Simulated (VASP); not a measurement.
Set up this calculation in VASP 6.6.1, as the native input.

```
Task                   : single point
Functional             : PBE
Potentials or basis    : VASP PAW PBE potentials, release 64 (Mg, Ir)
Cutoff                 : 520 eV
k mesh                 : 6 × 6 × 6
Occupations            : gaussian, width 0.1 eV
Spin                   : no spin polarisation
Dipole correction      : no
Further INCAR settings : ALGO = Fast; EDIFF = 1e-06; NBANDS = 14
```

The structure of Mg2Ir lies in POSCAR:

```
Mg2Ir
1.0
    1.4866371097      0.8583103355      6.8607924385
   -1.4866371097      0.8583103355      6.8607924385
    0.0000000000     -1.7166206710      6.8607924385
Mg Ir
2 1
Direct
    0.7675139057      0.7675139057      0.7675139057
    0.2324860943      0.2324860943      0.2324860943
    0.0000000000      0.0000000000      0.0000000000
```

These files were run (other wordings do the same):

INCAR

```
SYSTEM = Mg2Ir
ALGO     = Fast           ! electronic algorithm
EDIFF    = 1E-6           ! SCF threshold, eV
ENCUT    = 520            ! plane-wave cutoff, eV
GGA      = PE             ! functional
ISIF     = 2              ! what is computed and relaxed
ISMEAR   = 0              ! smearing method
LASPH    = .TRUE.         ! aspherical terms in the spheres
LCHARG   = .TRUE.         ! write CHGCAR
LELF     = .TRUE.         ! ELF
LREAL    = .FALSE.        ! projectors in reciprocal space
LVHAR    = .TRUE.       
LWAVE    = .FALSE.        ! write WAVECAR
NBANDS   = 14             ! bands
NELM     = 60             ! most SCF steps
PREC     = Accurate       ! precision mode
SIGMA    = 0.1            ! smearing width, eV
```

KPOINTS

```
k-points
0
G
  6 6 6
  0 0 0
```

Potentials or basis: VASP PAW PBE potentials, release 64 (Mg, Ir).

Launch:

```bash
$ cat potpaw_PBE.64/Mg/POTCAR potpaw_PBE.64/Ir/POTCAR > POTCAR
$ mpirun -np 1 vasp_std > vasp.out
```

It gave:

```json
{"Pressure": "0.0 GPa", "Largest force": "0.003 eV/Å", "Band gap on the k mesh": "zero (an odd number of electrons rules out a gap without spin polarisation)"}
```

Caveat: the k points lie up to 0.41 Å⁻¹ apart, too coarse for converged energies and pressures of a metal; spin-orbit coupling is left out, which moves the levels of the heavy elements.

It took 3.4 min on 1 thread of Intel Xeon 8259CL, on a shared host, peak memory 0.4 GiB.
